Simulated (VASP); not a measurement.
# Si6SnO16 (a cell with a defect) in VASP: notebook, part 2 of 2

VASP 6.6.1. Earlier steps stand in the parts before.

## 3. Single point, PBE

The input, INCAR:

```
SYSTEM = Si6SnO16
ALGO = Normal
EDIFF = 1E-6
ENCUT = 520
GGA = PE
ISIF = 2
ISMEAR = 0
LASPH = .True.
LCHARG = .True.
LELF = .True.
LREAL = Auto
LVHAR = .True.
LWAVE = .False.
NBANDS = 84
NELM = 100
PREC = Accurate
SIGMA = 0.05
```

The input, KPOINTS:

```
k-points
0
Gamma
  2 2 2
  0 0 0
```

The input, POSCAR:

```
Si6SnO16
1.0
   -4.1790000000     -4.1790000000      0.0000000000
    4.1790000000     -4.1790000000      0.0000000000
    0.0000000000      0.0000000000      5.3298000000
Si O Sn
6 16 1
Direct
    0.4986976549      0.5285478583      0.0008330519
   -0.0006106724      0.4997418043      0.2492598221
    0.4999796602      0.5112038765      0.4925561935
   -0.0003539124      0.5035369706      0.7467653570
    0.0034772673      0.0162939698     -0.0015154415
   -0.0037006461      0.0049612347      0.4957512477
    0.1914044030      0.5040145968     -0.0024336748
   -0.0018429050      0.2005954774      0.2437190889
    0.8072027997      0.5028115578     -0.0027349994
    0.0013820292      0.7922205073      0.2794906000
    0.1947700407      0.4912323522      0.4982044354
   -0.0013429050      0.2006676238      0.7560795902
    0.8044331180      0.4916475233      0.4985990093
    0.0019694903      0.7998402728      0.7267178881
    0.7580504905     -0.0841141421      0.0248375174
    0.4999917444      0.6980597033      0.2561488236
    0.2508104810     -0.0742833214      0.0249604113
    0.4993542714      0.3152465901      0.2344639574
    0.7099765494      0.0098994975      0.5081629705
    0.4999241445      0.7033383585      0.7436053886
    0.2834637473      0.0073577411      0.5058660738
    0.4978425461      0.3351289782      0.7517540996
    0.5065254846      0.0456326872     -0.1033772374
```

Potentials or basis: VASP PAW PBE potentials, release 64 (Si, O, Sn_d).

Started as:

```
$ cat potpaw_PBE.64/Si/POTCAR potpaw_PBE.64/O/POTCAR potpaw_PBE.64/Sn_d/POTCAR > POTCAR
$ mpirun -np 1 vasp_std > vasp.out
```

OUTCAR:

```text
SYSTEM = Si6SnO16
   EDIFF = 1E-6
   ENCUT = 520
   GGA = PE
   ISIF = 2
   ISMEAR = 0
   LASPH = .True.
   LREAL = Auto
   NELM = 100
   PREC = Accurate

 ion  position               nearest neighbor table
   1  0.499  0.529  0.001-  16 1.69  20 1.72  22 1.75  18 1.77   7 1.82   9 1.83   3 2.62   3 2.71
                            23 2.91  23 3.11
   2  0.999  0.500  0.249-  10 1.74   7 1.76   9 1.76  13 1.76  11 1.76   8 1.77   4 2.65   4 2.68

   3  0.500  0.511  0.493-  16 1.68  22 1.73  20 1.75  18 1.80  13 1.80  11 1.81   1 2.62   1 2.71
[... 9 lines left out ...]
   9  0.807  0.503  0.997-   4 1.75   2 1.76   1 1.83
  10  0.001  0.792  0.279-   6 1.71   2 1.74   5 2.00
[... 895 lines left out ...]
  Total       46.8342728     45.4584415     26.5000611      5.0269146      5.0869676     -5.4244398
  in kB      403.0776459    391.2365980    228.0719141     43.2639767     43.7808213    -46.6852650
  external PRESSURE =     340.7953860 kB  Pullay stress =       0.0000000 kB

 VOLUME and BASIS-vectors are now :
 -----------------------------------------------------------------------------
  energy-cutoff  :      520.00
  volume of cell :      186.16
      direct lattice vectors                 reciprocal lattice vectors
    -4.179000000 -4.179000000  0.000000000    -0.119645848 -0.119645848  0.000000000
     4.179000000 -4.179000000  0.000000000     0.119645848 -0.119645848  0.000000000
     0.000000000  0.000000000  5.329800000     0.000000000  0.000000000  0.187624301

 POSITION                                       TOTAL-FORCE (eV/Angst)
 -----------------------------------------------------------------------------------
      0.12474     -4.29286      0.00444         0.013496     -0.004194      0.126193
     -2.08803     -6.26487      1.32850        -0.058178      0.073688      0.042715
      0.04691     -4.22574      2.62523        -0.015008      0.018425     -0.113113
     -2.07324     -6.28180      3.98011         0.056322     -0.062646      0.041513
      0.05356     -0.08262      5.32172        -0.004539     -0.004963      0.068403
     -4.14280     -4.18427      2.64225        -0.009697      0.011630     -0.061527
[... 15 lines left out ...]
     -0.67998     -3.48099      4.00670         0.361268     -0.303377     -0.163123
     -1.92607     -2.30747      4.77882        -0.036394      0.030563     -4.023906
 -----------------------------------------------------------------------------------
    total drift:                               -0.007774     -0.002310     -0.006872

  FREE ENERGIE OF THE ION-ELECTRON SYSTEM (eV)
  ---------------------------------------------------
  free  energy   TOTEN  =      -154.6333459055 eV

  energy  without entropy=     -154.6115362036  energy(sigma->0) =     -154.62244105
```

OSZICAR:

```text
N       E                     dE             d eps       ncg     rms          rms(c)
DAV:   1     0.151432664177E+04    0.15143E+04   -0.67664E+04  1360   0.183E+03
DAV:   2     0.173085746186E+02   -0.14970E+04   -0.14260E+04  1600   0.504E+02
[... 14 lines left out ...]
DAV:  17    -0.154633461799E+03    0.21536E-02   -0.86193E-03  1568   0.346E-01    0.272E-01
DAV:  18    -0.154633924304E+03   -0.46250E-03   -0.81327E-03  1552   0.209E-01    0.369E-01
DAV:  19    -0.154633385054E+03    0.53925E-03   -0.59790E-03  1680   0.144E-01    0.128E-01
DAV:  20    -0.154633355255E+03    0.29798E-04   -0.21352E-04  1536   0.494E-02    0.591E-02
DAV:  21    -0.154633344059E+03    0.11196E-04   -0.85948E-05  1584   0.229E-02    0.110E-02
DAV:  22    -0.154633346423E+03   -0.23645E-05   -0.68253E-06  1496   0.114E-02    0.119E-02
DAV:  23    -0.154633345905E+03    0.51764E-06   -0.17692E-06   856   0.501E-03
   1 F= -.15463335E+03 E0= -.15462244E+03  d E =-.218097E-01
```

stdout:

```text
POSCAR found type information on POSCAR SiO Sn
 POSCAR found :  3 types and      23 ions
 scaLAPACK will be used
 LDA part: xc-table for (Slater+PW92), standard interpolation
 POSCAR, INCAR and KPOINTS ok, starting setup
 FFT: planning ... GRIDC
 FFT: planning ... GRID_SOFT
 FFT: planning ... GRID
 WAVECAR not read
 entering main loop
```

It took 6.9 min on 1 thread of Intel Xeon Platinum 8259CL at 2.50GHz (Skylake/Cascade Lake), shared host; peak memory 0.33 GiB.

What came out:

| Item | Value |
| --- | --- |
| Free energy | -154.6333 eV |
| Pressure | 34.1 GPa |
| Largest force | 4.024 eV/Å |
| Band gap on the k mesh | zero (band 67 reaches 7.22 eV, above the bottom of band 68 at 7.06 eV) |

Forces in eV/Å, atoms in the order of the input:
```
Si   0.013 -0.004  0.126
Si  -0.058  0.074  0.043
Si  -0.015  0.018 -0.113
Si   0.056 -0.063  0.042
Si  -0.005 -0.005  0.068
Si  -0.010  0.012 -0.062
O   -0.012 -0.011  0.028
O    0.024  0.006  0.124
O    0.013  0.015  0.014
O   -0.104  0.134  0.241
O   -0.014 -0.013  0.054
O    0.004 -0.010  0.124
O    0.015  0.014  0.072
O    0.108 -0.137  0.267
O    0.003  0.017  1.122
O   -0.049  0.045  0.113
O   -0.036 -0.054  1.149
O   -0.353  0.312 -0.150
O    0.054  0.042  0.458
O    0.079 -0.068  0.093
O   -0.039 -0.051  0.373
O    0.361 -0.303 -0.163
Sn  -0.036  0.031 -4.024
```

Stress tensor (GPa, compression positive):
```
40.31  4.33 -4.67
 4.33 39.12  4.38
-4.67  4.38 22.81
```

Levels at points of the mesh, in eV from the Fermi level:
| k point | band 63 | band 64 | band 65 | band 66 | band 67 | band 68 | band 69 | band 70 | band 71 | band 72 |
| --- | --- | --- | --- | --- | --- | --- | --- | --- | --- | --- |
| (0.00, 0.00, 0.00) | -0.74 | -0.57 | -0.19 | -0.04 | 0.02 | 0.15 | 0.53 | 4.45 | 7.15 | 7.29 |
| (0.50, 0.00, 0.00) | -0.74 | -0.57 | -0.45 | -0.45 | -0.23 | 0.14 | 0.15 | 4.93 | 7.37 | 7.83 |
| (0.00, 0.50, 0.00) | -0.60 | -0.54 | -0.40 | -0.30 | -0.19 | 0.05 | 0.12 | 5.22 | 7.15 | 8.02 |
| (0.50, 0.50, 0.00) | -0.54 | -0.29 | -0.24 | -0.13 | 0.01 | 0.09 | 0.10 | 5.43 | 7.90 | 8.22 |
| (0.00, 0.00, 0.50) | -0.71 | -0.63 | -0.45 | -0.37 | -0.02 | 0.02 | 0.18 | 5.01 | 8.01 | 8.55 |
| (0.50, 0.00, 0.50) | -0.67 | -0.48 | -0.46 | -0.34 | -0.26 | -0.01 | 0.21 | 5.02 | 8.34 | 8.39 |
| (0.00, 0.50, 0.50) | -0.49 | -0.45 | -0.40 | -0.20 | -0.03 | 0.17 | 0.35 | 5.51 | 8.51 | 8.96 |
| (0.50, 0.50, 0.50) | -0.63 | -0.57 | -0.43 | -0.36 | -0.33 | -0.14 | 0.12 | 5.62 | 8.82 | 9.12 |

Caveat: the k points lie up to 0.59 Å⁻¹ apart; spin-orbit coupling is left out, which moves the levels of the heavy elements.
